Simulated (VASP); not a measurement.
HfO2, 3 atoms in the cell. Symmetry: Fm-3m, No. 225, cubic system. The conventional cell has a = 5.098 Å, b = 5.098 Å, c = 5.098 Å, α = 90.00°, β = 90.00°, γ = 90.00°. Hf (site symmetry m-3m) has 8 O at 2.21 Å within 2.9 Å. Within 2.9 Å of O (site symmetry -43m) lie 4 Hf at 2.21 Å and 6 O at 2.55 Å. 

| Item | Value |
| --- | --- |
| Program | VASP 6.6.1 |
| Task | relaxation of cell and atoms |
| Functional | LDA |
| Potentials or basis | VASP PAW LDA potentials, release 64 (Hf_pv, O) |
| Cutoff | 600 eV |
| k mesh | 8 × 8 × 8 |
| Occupations | fermi-dirac, width 0.02 eV |
| Spin | no spin polarisation |
| Dipole correction | no |
| Further INCAR settings | ALGO = Normal; EDIFF = 1e-07; IBRION = 2; EDIFFG = -0.005; NSW = 80; ISIF = 3 |

Potentials or basis: VASP PAW LDA potentials, release 64 (Hf_pv, O).

Run with:

```console
$ cat potpaw_LDA.64/Hf_pv/POTCAR potpaw_LDA.64/O/POTCAR > POTCAR
$ mpirun -np 1 vasp_std > vasp.out
```

Hardware: 1 thread of AMD EPYC 7R43 64-Core Processor (Zen 3) (shared host).

Q: Estimate the wall time of this run.

A: It took 93 s on 1 thread of AMD EPYC 7R43 64-Core Processor (Zen 3), on a shared host, peak memory 0.13 GiB. Counts: scf iterations 58, k points 29, ion steps 7.
